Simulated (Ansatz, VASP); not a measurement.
# Two plane-wave programs on BN

Contents of INCAR:

```
ALGO = Normal ; EDIFF = 1E-7
ENCUT = 520 ; GGA = PE
ISIF = 2 ; ISMEAR = 0
LASPH = T ; LCHARG = F
LREAL = F ; LWAVE = F
NBANDS = 36 ; NELM = 60
PREC = Accurate ; SIGMA = 0.05
```

Contents of KPOINTS:

```
k-points
0
Gamma
  10 10 2
```

File POSCAR:

```
BN
1.0
    1.8130010000     -1.8130010000      0.0000000000
    1.8130010000      0.0000000000     -1.8130010000
    7.2520040000      7.2520040000      7.2520040000
B N
6 6
Direct
    0.6666666667      0.6666666667      0.1666666667
    0.0000000000      0.0000000000      0.0000000000
    0.3333333333      0.3333333333      0.3333333333
    0.6666666667      0.6666666667      0.6666666667
    0.0000000000      0.0000000000      0.5000000000
    0.3333333333      0.3333333333      0.8333333333
    0.6666666667      0.6666666667      0.5416666667
    1.0000000000      1.0000000000      0.3750000000
    0.3333333333      0.3333333333      0.7083333333
    0.6666666667      0.6666666667      0.0416666667
    0.0000000000      0.0000000000      0.8750000000
    0.3333333333      0.3333333333      0.2083333333
```

Input for Ansatz:

```yaml
crystal:
  lattice:
    - [1.813001, -1.813001, 0.0]
    - [1.813001, 0.0, -1.813001]
    - [7.252004, 7.252004, 7.252004]
  atoms:
    - { symbol: B, position: [0.6666666667, 0.6666666667, 0.1666666667] }
    - { symbol: B, position: [0.0, 0.0, 0.0] }
    - { symbol: B, position: [0.3333333333, 0.3333333333, 0.3333333333] }
    - { symbol: B, position: [0.6666666667, 0.6666666667, 0.6666666667] }
    - { symbol: B, position: [0.0, 0.0, 0.5] }
    - { symbol: B, position: [0.3333333333, 0.3333333333, 0.8333333333] }
    - { symbol: "N", position: [0.6666666667, 0.6666666667, 0.5416666667] }
    - { symbol: "N", position: [1.0, 1.0, 0.375] }
    - { symbol: "N", position: [0.3333333333, 0.3333333333, 0.7083333333] }
    - { symbol: "N", position: [0.6666666667, 0.6666666667, 0.0416666667] }
    - { symbol: "N", position: [0.0, 0.0, 0.875] }
    - { symbol: "N", position: [0.3333333333, 0.3333333333, 0.2083333333] }
basis:
  ecutwfc: 420
kpoints:
  mp_grid: { grid: [10, 10, 2] }
hamiltonian:
  xc: pbe
scf:
  occupations: { method: gaussian, width: 0.05 }
output:
  forces: true
  stress: true
  eigenvalues: true
  write_density: true
  write_potential: true
  elf: true
  volumetric_format: npy
```

Alike in both runs: task single point; functional PBE; k mesh 10 × 10 × 2; occupations gaussian, width 0.05 eV; no spin polarisation.

|  | VASP | Ansatz |
| --- | --- | --- |
| version | VASP 6.6.1 | Ansatz 0.2.0 |
| potentials or method | VASP PAW PBE potentials, release 64 (B, N), cutoff 520 eV | scalar-relativistic, plane waves, PAW |
| valence electrons in the cell | 48 | 48 |

Ansatz gave:

```
gap on the k mesh at the Fermi level (eV) : 4.46
least direct gap on the mesh (eV)         : 6.39
pressure (GPa)                            : -0.4
```

Q: What did VASP give for the same quantities?

A: gap on the k mesh at the Fermi level (eV): 4.45; least direct gap on the mesh (eV): 6.37; pressure (GPa): -0.2.
